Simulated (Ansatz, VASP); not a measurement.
# One calculation of Ge5Pt, two programs

```
Ge Pt
1.0
     4.19485    0.00000    0.00000
    -2.09743    3.63285    0.00000
     0.00000    0.00000   17.57108
Ge Pt
10 2
Direct
  0.66667 0.33333 0.97860
  0.66667 0.33333 0.83523
  0.33333 0.66667 0.02140
  0.33333 0.66667 0.16477
  0.00000 0.00000 0.20751
  0.00000 0.00000 0.35052
  0.00000 0.00000 0.79249
  0.00000 0.00000 0.64948
  0.66667 0.33333 0.55442
  0.33333 0.66667 0.44558
  0.66667 0.33333 0.40457
  0.33333 0.66667 0.59543
```

Alike in both runs: functional PBE; k mesh 5 × 5 × 1; occupations gaussian, width 0.2 eV; no spin polarisation.

Ansatz relaxed the structure, and its values are those at the end. VASP's run is a single point on that final structure, the one shown.

|  | VASP | Ansatz |
| --- | --- | --- |
| version | VASP 6.6.1 | Ansatz 0.2.0 |
| potentials or method | VASP PAW PBE potentials, release 64 (Ge_d, Pt), cutoff 520 eV | scalar-relativistic, plane waves, PAW |
| valence electrons in the cell | 160 | 176 |

VASP gave:

```
gap on the k mesh at the Fermi level (eV) : none
pressure (GPa)                            : 0.0
rms of the force components (eV/Å)        : 0.023
```

Task: What did Ansatz give for the same quantities?

Result: gap on the k mesh at the Fermi level (eV): none; pressure (GPa): 0.0; rms of the force components (eV/Å): 0.022.

A gap of «none» marks a metal or a gap that the smearing closes. With one functional, cell and mesh, what is left measures potentials, basis and numerics. VASP's potentials hold 160 valence electrons a cell and Ansatz's 176, so a difference there can come from the potentials and not from the codes.

Spin-orbit coupling is off throughout.
